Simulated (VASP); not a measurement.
Ti3Se:

```
Ti Se
1.0
     4.11330    0.00000    0.00000
     0.00000    4.11330    0.00000
     0.00000    0.00000    4.11330
Ti Se
3 1
Direct
  0.00000 0.50000 0.50000
  0.50000 0.00000 0.50000
  0.50000 0.50000 0.00000
  0.00000 0.00000 0.00000
```

```yaml
Program: VASP 6.6.1
Task: relaxation of cell and atoms
Functional: PBE
Potentials_or_basis: VASP PAW PBE potentials, release 64 (Ti_sv, Se)
Cutoff: 600 eV
k_mesh: 4 × 4 × 4
Occupations: gaussian, width 0.1 eV
Spin: no spin polarisation
```

At the start: pressure -8.8 GPa; volume 17.40 Å³/atom.

Task: How do energy, volume and symmetry change on relaxing?

Result: Over 3 steps the energy falls by 45.5 meV/atom and the volume is 15.88 Å³/atom (-8.7 %); space group Pm-3m (No. 221, to 0.05 Å).

Step by step:
| step | energy change (eV) | largest force (eV/Å) | pressure (GPa) | volume (Å³) |
| --- | --- | --- | --- | --- |
| 1 | 0.0000 | 0.0000 | -8.78 | 69.59 |
| 2 | -0.1220 | 0.0000 | 6.50 | 60.43 |
| 3 | -0.1819 | 0.0000 | 0.01 | 63.51 |

Final structure:
```cif
data_structure
_symmetry_space_group_name_H-M 'P 1'
_symmetry_Int_Tables_number 1
_cell_length_a 3.9898
_cell_length_b 3.9898
_cell_length_c 3.9898
_cell_angle_alpha 90.000
_cell_angle_beta 90.000
_cell_angle_gamma 90.000
_cell_volume 63.51
loop_
_atom_site_label
_atom_site_type_symbol
_atom_site_fract_x
_atom_site_fract_y
_atom_site_fract_z
_atom_site_occupancy
Ti1 Ti 0.00000 0.50000 0.50000 1
Ti2 Ti 0.50000 0.00000 0.50000 1
Ti3 Ti 0.50000 0.50000 0.00000 1
Se1 Se 0.00000 0.00000 0.00000 1
```

Caveat: the k points lie up to 0.39 Å⁻¹ apart in the final cell.
